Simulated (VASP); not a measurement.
# SnSe (F-43m) in VASP: further runs, part 2 of 2

VASP 6.6.1.

**4. Single point, HSE06**

File POSCAR:

```
SnSe
1.0
    0.0000000000      3.3639842963      3.3639842963
    3.3639842963      0.0000000000      3.3639842963
    3.3639842963      3.3639842963      0.0000000000
Sn Se
1 1
Direct
    0.0000000000      0.0000000000      0.0000000000
    0.2500000000      0.2500000000      0.2500000000
```

File INCAR.step1:

```
SYSTEM = SnSe
  PREC = Accurate
  ENCUT = 520
  EDIFF = 1E-5
  ISMEAR = 0
  SIGMA = 0.001
  LREAL = .False.
  LASPH = .True.
  NELM = 100
  ALGO = Normal
  ISIF = 2
  LWAVE = .True.
  LCHARG = .False.
  GGA = PE
  NBANDS = 17
```

File INCAR.step2:

```
SYSTEM = SnSe
  PREC = Accurate
  ENCUT = 520
  EDIFF = 1E-6
  ISMEAR = 0
  SIGMA = 0.001
  LREAL = .False.
  LASPH = .True.
  NELM = 100
  ALGO = Normal
  ISIF = 2
  LWAVE = .False.
  LCHARG = .False.
  GGA = PE
  LHFCALC = .True.
  HFSCREEN = 0.2079
  PRECFOCK = Normal
  ISTART = 1
  NBANDS = 17
```

File KPOINTS:

```
Automatic mesh
0
Gamma
  4 4 4
  0 0 0
```

Potentials or basis: VASP PAW PBE potentials, release 64 (Sn_d, Se).

Command:

```console
$ cat potpaw_PBE.64/Sn_d/POTCAR potpaw_PBE.64/Se/POTCAR > POTCAR
$ cp INCAR.step1 INCAR
$ mpirun -np 1 vasp_std > vasp.out
$ cp INCAR.step2 INCAR
$ mpirun -np 1 vasp_std > vasp.out
```

OUTCAR:

```text
SYSTEM = SnSe
   PREC = Accurate
   ENCUT = 520
   EDIFF = 1E-6
   ISMEAR = 0
   LREAL = .False.
   LASPH = .True.
   NELM = 100
   ISIF = 2
   GGA = PE
   LHFCALC = .True.
   HFSCREEN = 0.2079
   PRECFOCK = Normal
   ISTART = 1

 ion  position               nearest neighbor table
   1  0.000  0.000  0.000-   2 2.91   2 2.91   2 2.91   2 2.91
   2  0.250  0.250  0.250-   1 2.91   1 2.91   1 2.91   1 2.91

  LATTYP: Found a face centered cubic cell.
 ALAT       =     6.7279685926

[... 337 lines left out ...]

------------------------ aborting loop because EDIFF is reached ----------------------------------------

  FORCE on cell =-STRESS in cart. coord.  units (eV):
  Direction    XX          YY          ZZ          XY          YZ          ZX
  --------------------------------------------------------------------------------------
  -------------------------------------------------------------------------------------
  Total        0.0343990      0.0343990      0.0343990      0.0000000      0.0000000      0.0000000
  in kB        0.7238756      0.7238756      0.7238756      0.0000000      0.0000000      0.0000000
  external PRESSURE =       0.7238756 kB  Pullay stress =       0.0000000 kB

 VOLUME and BASIS-vectors are now :
 -----------------------------------------------------------------------------
  energy-cutoff  :      520.00
  volume of cell :       76.14
      direct lattice vectors                 reciprocal lattice vectors
     0.000000000  3.363984296  3.363984296    -0.148633274  0.148633274  0.148633274
     3.363984296  0.000000000  3.363984296     0.148633274 -0.148633274  0.148633274
     3.363984296  3.363984296  0.000000000     0.148633274  0.148633274 -0.148633274

 POSITION                                       TOTAL-FORCE (eV/Angst)
 -----------------------------------------------------------------------------------
      0.00000      0.00000      0.00000         0.000000      0.000000      0.000000
      1.68199      1.68199      1.68199        -0.000000     -0.000000     -0.000000
 -----------------------------------------------------------------------------------
    total drift:                               -0.000001     -0.000001     -0.000002

  FREE ENERGIE OF THE ION-ELECTRON SYSTEM (eV)
  ---------------------------------------------------
  free  energy   TOTEN  =        -9.2160011615 eV

  energy  without entropy=       -9.2160011615  energy(sigma->0) =       -9.21600116
```

OSZICAR.step1:

```text
N       E                     dE             d eps       ncg     rms          rms(c)
DAV:   1     0.137176123421E+03    0.13718E+03   -0.95145E+03   273   0.130E+03
DAV:   2     0.537011817983E+01   -0.13181E+03   -0.12845E+03   296   0.328E+02
DAV:   3    -0.772807866095E+01   -0.13098E+02   -0.12842E+02   321   0.959E+01
DAV:   4    -0.808110682019E+01   -0.35303E+00   -0.35278E+00   303   0.169E+01
DAV:   5    -0.809300851269E+01   -0.11902E-01   -0.11902E-01   433   0.303E+00    0.334E+00
DAV:   6    -0.775965603936E+01    0.33335E+00   -0.94548E-01   387   0.451E+00    0.204E+00
DAV:   7    -0.776281897962E+01   -0.31629E-02   -0.11219E-01   282   0.138E+00    0.115E+00
DAV:   8    -0.777573793713E+01   -0.12919E-01   -0.95119E-02   347   0.155E+00    0.513E-01
DAV:   9    -0.776068537922E+01    0.15053E-01   -0.31831E-02   336   0.818E-01    0.237E-01
DAV:  10    -0.776103310584E+01   -0.34773E-03   -0.49306E-03   289   0.268E-01    0.117E-01
DAV:  11    -0.776076916213E+01    0.26394E-03   -0.41066E-04   330   0.126E-01    0.449E-02
DAV:  12    -0.776116349661E+01   -0.39433E-03   -0.19025E-04   304   0.707E-02    0.208E-01
DAV:  13    -0.776087282108E+01    0.29068E-03   -0.55148E-04   284   0.942E-02    0.104E-01
DAV:  14    -0.776088719976E+01   -0.14379E-04   -0.34863E-05   296   0.301E-02    0.944E-02
DAV:  15    -0.776088863058E+01   -0.14308E-05   -0.10454E-04   294   0.329E-02    0.152E-01
DAV:  16    -0.776082685928E+01    0.61771E-04   -0.24964E-05   249   0.220E-02    0.254E-02
DAV:  17    -0.776082707049E+01   -0.21121E-06   -0.14660E-06   139   0.576E-03
   1 F= -.77608271E+01 E0= -.77607917E+01  d E =-.708280E-04
```

Wall time 29 min (1 thread of Intel Xeon Platinum 8259CL at 2.50GHz (Skylake/Cascade Lake), shared host); peak memory 0.32 GiB.

Results:

* Free energy: -9.2160 eV
* Pressure: 0.1 GPa
* Band gap on the k mesh: 0.31 eV (least direct gap 1.05 eV)

Levels at points of the mesh, in eV from the valence-band top:
```csv
k point,band 7,band 8,band 9,band 10,band 11,band 12,band 13,band 14
"(0.00, 0.00, 0.00)",-5.76,-2.70,-2.70,-2.70,1.89,1.89,1.89,5.27
"(0.50, 0.00, 0.00)",-7.99,-3.26,-3.26,-2.38,2.69,2.69,3.88,6.83
"(0.50, 0.50, 0.00)",-8.29,-4.02,-4.02,-0.73,0.31,5.03,5.03,6.10
```

Caveat: the structure was generated, so it needn't be the stable form of SnSe; the PAW data sets were made with another functional, which shifts forces and pressure a little; spin-orbit coupling is left out, which moves the levels of the heavy elements. A k mesh can miss the band edges.

**5. The runs side by side**

```tsv
level	smearing	share of exact exchange	screening parameter	gap on the mesh (eV)	pressure (GPa)
PBE-based global hybrid with 35 % exact exchange	fermi-dirac 0.02 eV	0.35	-	1.38	-0.2
PBE-based screened hybrid with 75 % exact exchange	fermi-dirac 0.02 eV	0.75	0.5 1/Å	0.34	-0.5
HSE06	gaussian 0.001 eV	0.25	0.2079 1/Å	0.31	0.1
```

Alike in all rows: task single point; potentials or basis VASP PAW PBE potentials, release 64 (Sn_d, Se); no spin polarisation; cell as given; k mesh 4 × 4 × 4; cutoff (eV) 520.

On the cell as given the gap runs from 0.31 eV (HSE06) to 1.38 eV (PBE-based global hybrid with 35 % exact exchange). The pressure there spans -0.5 GPa (PBE-based screened hybrid with 75 % exact exchange) to 0.1 GPa (HSE06); a positive pressure means that this level wants a larger cell, a negative one a smaller.

Caveats: the structure was generated, so it needn't be the stable form of SnSe; the PAW data sets were made with another functional, which shifts forces and pressure a little; spin-orbit coupling is left out, which moves the levels of the heavy elements.

Absolute energies hang on the potentials; compare differences alone.
